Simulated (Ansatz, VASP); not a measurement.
NbGa2N2: VASP beside Ansatz

```
Nb Ga N
1.0
    -4.19615    0.00000    0.00000
     0.00000    0.00000   -5.47407
     0.00000   -8.39230    0.00000
Nb Ga N
2 4 4
Cartesian
  -2.0981 -6.2942 -5.4741
  -2.0981 -2.0981 -5.4741
  -2.0981 -6.2942 -2.7370
  -2.0981 -2.0981 -2.7370
  -4.1962 -8.3923 -5.4741
  -4.1962 -4.1962 -5.4741
  -4.1962 -6.2942 -5.4741
  -4.1962 -2.0981 -5.4741
  -2.0981 -4.1962 -5.4741
  -2.0981 -8.3923 0.0000
```

Alike in both runs: task single point; functional PBE; k mesh 6 × 4 × 4; occupations gaussian, width 0.2 eV; no spin polarisation.

|  | VASP | Ansatz |
| --- | --- | --- |
| version | VASP 6.6.1 | Ansatz 0.2.0 |
| potentials or method | VASP PAW PBE potentials, release 64 (Nb_sv, Ga_d, N), cutoff 600 eV | scalar-relativistic, plane waves, PAW |
| valence electrons in the cell | 98 | 98 |

```csv
,VASP,Ansatz,Ansatz less VASP
gap on the k mesh at the Fermi level (eV),none,none,-
pressure (GPa),0.4,0.5,+0.09
"traceless stress, the component that is largest in VASP (GPa)",0.68,0.70,+0.023
```

A gap of «none» marks a metal or a gap that the smearing closes.
